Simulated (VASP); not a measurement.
**PbSe (rock salt type): single point with PBE**

Crystal: PbSe (rock salt type).

```
Pb Se
1.0
     0.00000    3.10500    3.10500
     3.10500    0.00000    3.10500
     3.10500    3.10500    0.00000
Pb Se
1 1
Cartesian
  0.0200 0.0000 0.0000
  3.1050 3.1050 3.1050
```

```json
{"Program": "VASP 6.6.1", "Task": "single point", "Functional": "PBE", "Potentials or basis": "VASP PAW PBE potentials, release 64 (Pb_d, Se)", "Cutoff": "520 eV", "k mesh": "8 × 8 × 8", "Occupations": "fermi-dirac, width 0.1 eV", "Spin": "no spin polarisation"}
```

| Item | Value |
| --- | --- |
| Pressure | 0.1 GPa |
| Largest force | 0.005 eV/Å |
| Band gap on the k mesh | 0.43 eV |

Forces on the atoms (eV/Å):
```
Pb  -0.005  0.000  0.000
Se   0.005  0.000  0.000
```

Levels at points of the mesh, in eV from the valence-band top:
| k point | band 7 | band 8 | band 9 | band 10 | band 11 | band 12 | band 13 | band 14 |
| --- | --- | --- | --- | --- | --- | --- | --- | --- |
| (0.00, 0.00, 0.00) | -6.34 | -1.65 | -1.65 | -1.65 | 4.65 | 4.65 | 4.65 | 6.64 |
| (0.50, 0.00, 0.00) | -8.54 | -1.28 | -1.27 | 0.00 | 0.43 | 1.82 | 1.82 | 8.53 |
| (0.50, 0.50, 0.00) | -7.28 | -4.60 | -2.94 | -2.93 | 3.90 | 5.48 | 5.48 | 5.90 |
| (0.00, 0.50, 0.50) | -7.28 | -4.59 | -2.94 | -2.94 | 3.91 | 5.48 | 5.48 | 5.90 |

Wall time 100 s on 1 thread of Intel Xeon 8259CL, on a shared host, peak memory 0.24 GiB.

Caveat: spin-orbit coupling is left out, which moves the levels of the heavy elements. A k mesh can miss the band edges.
